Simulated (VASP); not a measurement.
Runs of VASP 6.6.1 on Re. The structure is that of space group Im-3m (No. 229), or close to it. The cells are those of the table. 

```csv
potentials or basis,cell,cutoff (eV),second run,gap on the mesh (eV),pressure (GPa)
"VASP PAW PBE potentials, release 64 (Re_sv_GW)","a = 2.657 Å, angles 109.5°, 1 atom",500,valence_matched,none,31.3
"VASP PAW PBE potentials, release 64 (Re)","a = 2.657 Å, angles 109.5°, 1 atom",520,-,none,(a)
"VASP PAW PBE potentials, release 64 (Re)","a = 2.732 Å, angles 109.5°, 1 atom",520,-,none,1.9
"VASP PAW PBE potentials, release 64 (Re)","a = 2.695 Å, angles 109.5°, 1 atom",520,-,none,16.4
"VASP PAW PBE potentials, release 64 (Re)","a = 2.768 Å, angles 109.5°, 1 atom",520,-,none,(b)
"VASP PAW PBE potentials, release 64 (Re)","a = 2.803 Å, angles 109.5°, 1 atom",520,-,none,-18.9
"VASP PAW PBE potentials, release 64 (Re_sv_GW)","a = 2.732 Å, angles 109.5°, 1 atom",500,valence_matched,none,-0.6
"VASP PAW PBE potentials, release 64 (Re_sv_GW)","a = 2.695 Å, angles 109.5°, 1 atom",500,valence_matched,none,(c)
```

Alike in all rows: task single point; level BLYP; no spin polarisation; k mesh 16 × 16 × 16; smearing fermi-dirac 0.1 eV.

Problem. Fill in the values left out.

Solution. (a) 34.7; (b) -9.7; (c) 13.5.

Caveats: the PAW data sets were made with another functional, which shifts forces and pressure a little; spin-orbit coupling is left out, which moves the levels of the heavy elements.

A k mesh can miss the band edges, and the runs leave out spin-orbit coupling on Re.

A gap of «none» marks levels without a gap at the run's occupations.

The runs don't all hold the same shells in valence.
